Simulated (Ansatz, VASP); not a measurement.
## SnSe: VASP beside Ansatz

```
Sn Se
1.0
     0.00000    3.03089    3.03089
     3.03089    0.00000    3.03089
     3.03089    3.03089    0.00000
Sn Se
1 1
Direct
  0.00000 0.00000 0.00000
  0.50000 0.50000 0.50000
```

Alike in both runs: functional PBE; k mesh 13 × 13 × 13; occupations fermi-dirac, width 0.1 eV; no spin polarisation.

Ansatz relaxed the structure, and its values are those at the end. VASP's run is a single point on that final structure, the one shown.

```csv
,VASP,Ansatz
version,VASP 6.6.1,Ansatz 0.2.0
potentials or method,"VASP PAW PBE potentials, release 64 (Sn_d, Se)","PAW with Ansatz's default frozen-core files, scalar-relativistic"
plane-wave cutoff (eV),520,420
valence electrons in the cell,20,30
```

|  | VASP | Ansatz | Ansatz less VASP |
| --- | --- | --- | --- |
| pressure (GPa) | 0.0 | 0.0 | +0.01 |

VASP's potentials hold 20 valence electrons a cell and Ansatz's 30, so a difference there can come from the potentials and not from the codes.
